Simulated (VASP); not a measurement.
Crystal: AlAs.

```
CELL_PARAMETERS angstrom
0.00000 2.84000 2.84000
2.84000 0.00000 2.84000
2.84000 2.84000 0.00000
ATOMIC_POSITIONS crystal
Al 0.00000 0.00000 0.00000
As 0.25000 0.25000 0.25000
```

```yaml
Program: VASP 6.6.1
Task: relaxation of cell and atoms
Functional: PBE
Potentials_or_basis: VASP PAW PBE potentials, release 64 (Al, As)
Cutoff: 500 eV
k_mesh: 8 × 8 × 8
Occupations: gaussian, width 0.02 eV
Spin: no spin polarisation
```

At the start: pressure 2.0 GPa; volume 22.91 Å³/atom.

Question: Where does the relaxation end?

Answer: Over 3 steps the energy falls by 3.9 meV/atom and the volume is 23.55 Å³/atom (+2.8 %); space group F-43m (No. 216, to 0.1 Å) before and after.

Step by step:
```tsv
step	energy change (eV)	largest force (eV/Å)	pressure (GPa)	volume (Å³)
1	0.0000	0.0000	1.98	45.81
2	-0.0061	0.0000	-0.85	47.72
3	-0.0077	0.0000	0.01	47.10
```

Final structure:
```cif
data_structure
_symmetry_space_group_name_H-M 'P 1'
_symmetry_Int_Tables_number 1
_cell_length_a 4.0536
_cell_length_b 4.0536
_cell_length_c 4.0536
_cell_angle_alpha 60.000
_cell_angle_beta 60.000
_cell_angle_gamma 60.000
_cell_volume 47.10
loop_
_atom_site_label
_atom_site_type_symbol
_atom_site_fract_x
_atom_site_fract_y
_atom_site_fract_z
_atom_site_occupancy
Al1 Al 0.00000 0.00000 0.00000 1
As1 As 0.25000 0.25000 0.25000 1
```
